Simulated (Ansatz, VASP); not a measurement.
## One calculation of SrTiO3, two programs

File INCAR:

```
SYSTEM = SrTiO3
ALGO = Normal
EDIFF = 1E-6
ENCUT = 520
GGA = PS
ISIF = 2
ISMEAR = 0
LASPH = .TRUE.
LCHARG = .FALSE.
LREAL = .FALSE.
LWAVE = .FALSE.
NBANDS = 28
NELM = 80
PREC = Accurate
SIGMA = 0.05
```

KPOINTS

```
k-points
0
G
  8 8 8
  0 0 0
```

Contents of POSCAR:

```
SrTiO3
1.0
    3.8911201355      0.0000000000      0.0000000000
    0.0000000000      3.8911201355      0.0000000000
    0.0000000000      0.0000000000      3.8911201355
Sr Ti O
1 1 3
Direct
    0.0000000000     -0.0272584792     -0.0272584792
    0.5000000000      0.5000000000      0.5000000000
    0.0000000000      0.5000000000      0.5000000000
    0.5000000000      0.0000000000      0.5000000000
    0.5000000000      0.5000000000      0.0000000000
```

Input for Ansatz:

```yaml
crystal:
  lattice:
    - [3.8911201355, 0.0, 0.0]
    - [0.0, 3.8911201355, 0.0]
    - [0.0, 0.0, 3.8911201355]
  atoms:
    - { symbol: Sr, position: [0.0, -0.0272584792, -0.0272584792] }
    - { symbol: Ti, position: [0.5, 0.5, 0.5] }
    - { symbol: O, position: [0.0, 0.5, 0.5] }
    - { symbol: O, position: [0.5, 0.0, 0.5] }
    - { symbol: O, position: [0.5, 0.5, 0.0] }
basis:
  ecutwfc: 420
kpoints:
  mp_grid: { grid: [8, 8, 8] }
hamiltonian:
  xc: pbesol
scf:
  occupations: { method: gaussian, width: 0.05 }
output:
  forces: true
  stress: true
  eigenvalues: true
```

Change from the starting cell: all Sr atoms moved +0.150 Å, as atom 1 towards its neighbour atom 3 (O) at 2.751 Å.

Alike in both runs: task single point; functional PBEsol; k mesh 8 × 8 × 8; occupations gaussian, width 0.05 eV; no spin polarisation.

|  | VASP | Ansatz |
| --- | --- | --- |
| version | VASP 6.6.1 | Ansatz 0.2.0 |
| potentials or method | VASP PAW PBE potentials, release 64 (Sr_sv, Ti_sv, O), cutoff 520 eV | scalar-relativistic, plane waves, PAW |
| valence electrons in the cell | 40 | 40 |

Ansatz gave:

| Quantity | Value |
| --- | --- |
| gap on the k mesh at the Fermi level (eV) | 1.84 |
| least direct gap on the mesh (eV) | 2.18 |
| pressure (GPa) | 0.6 |
| traceless stress, the component that is largest in VASP (GPa) | 0.62 |
| rms of the force components (eV/Å) | 0.193 |

Question: Which values does VASP return?

Answer: gap on the k mesh at the Fermi level (eV): 1.81; least direct gap on the mesh (eV): 2.16; pressure (GPa): 1.2; traceless stress, the component that is largest in VASP (GPa): 0.63; rms of the force components (eV/Å): 0.199.

VASP's potentials were made for PBE, not for PBEsol. Atom by atom the forces differ by 0.008 eV/Å (rms over components).
